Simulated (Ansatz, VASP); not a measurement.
## Ge: VASP beside Ansatz

Contents of POSCAR:

```
Ge
1.0
    0.0000000000      2.8857400000      5.1156650000
    2.6304970000      0.0000000000      5.1156650000
    2.6304970000      2.8857400000      0.0000000000
Ge
4
Direct
    0.7264900000      0.2735100000      0.7264900000
    0.2735100000      0.7264900000      0.2735100000
    0.2181330000      0.2181330000      0.7818670000
    0.7818670000      0.7818670000      0.2181330000
```

File INCAR.step1:

```
SYSTEM = Ge
PREC = Accurate
ENCUT = 520
EDIFF = 1E-5
ISMEAR = -1
SIGMA = 0.05
LREAL = .False.
LASPH = .True.
NELM = 60
ALGO = Normal
ISIF = 2
LWAVE = .True.
GGA = PE
NBANDS = 36
LUSENCCL = .False.
```

Contents of INCAR.step2:

```
SYSTEM = Ge
PREC = Accurate
ENCUT = 520
EDIFF = 1E-6
ISMEAR = -1
SIGMA = 0.05
LREAL = .False.
LASPH = .True.
NELM = 60
ALGO = Normal
ISIF = 2
LWAVE = .False.
LCHARG = .True.
GGA = PE
LHFCALC = .True.
AEXX = 0.25
HFSCREEN = 0.2
PRECFOCK = Normal
LELF = .True.
LVHAR = .True.
ISTART = 1
NBANDS = 36
LUSENCCL = .False.
```

File KPOINTS:

```
Automatic mesh
0
Gamma
  4 4 4
  0 0 0
```

File input.yaml:

```yaml
crystal:
  lattice:
    - [0.0, 2.88574, 5.115665]
    - [2.630497, 0.0, 5.115665]
    - [2.630497, 2.88574, 0.0]
  atoms:
    - { symbol: Ge, position: [0.72649, 0.27351, 0.72649] }
    - { symbol: Ge, position: [0.27351, 0.72649, 0.27351] }
    - { symbol: Ge, position: [0.218133, 0.218133, 0.781867] }
    - { symbol: Ge, position: [0.781867, 0.781867, 0.218133] }
hamiltonian:
  xc: { exchange: pbe, correlation: pbe, exx: { coeff: 0.25, omega: 0.2 } }
  pseudopotentials: { kind: paw }
kpoints:
  mp_grid: { grid: [4, 4, 4] }
scf:
  occupations: { method: fermi_dirac, width: 0.05 }
output:
  forces: true
  stress: true
  eigenvalues: true
  write_density: true
  write_potential: true
  elf: true
  volumetric_format: npy
```

Alike in both runs: task single point; functional PBE-based screened hybrid; k mesh 4 × 4 × 4; occupations fermi-dirac, width 0.05 eV; no spin polarisation.

|  | VASP | Ansatz |
| --- | --- | --- |
| version | VASP 6.6.1 | Ansatz 0.2.0 |
| potentials or method | VASP PAW PBE potentials, release 64 (Ge_d) | Ansatz PAW |
| plane-wave cutoff (eV) | 520 | 420 |
| valence electrons in the cell | 56 | 56 |

|  | VASP | Ansatz | Ansatz less VASP |
| --- | --- | --- | --- |
| gap on the k mesh at the Fermi level (eV) | none | none | - |
| pressure (GPa) | -2.9 | -3.0 | -0.09 |
| traceless stress, the component that is largest in VASP (GPa) | 4.73 | 4.73 | +0.003 |
| rms of the force components (eV/Å) | 0.125 | 0.125 | +0.0003 |

VASP's potentials were made for PBE, not for PBE-based screened hybrid. Atom by atom the forces differ by 0.001 eV/Å (rms over components). A gap of «none» marks a metal or a gap that the smearing closes.

The k mesh is coarse, so the values compare programs but aren't converged.
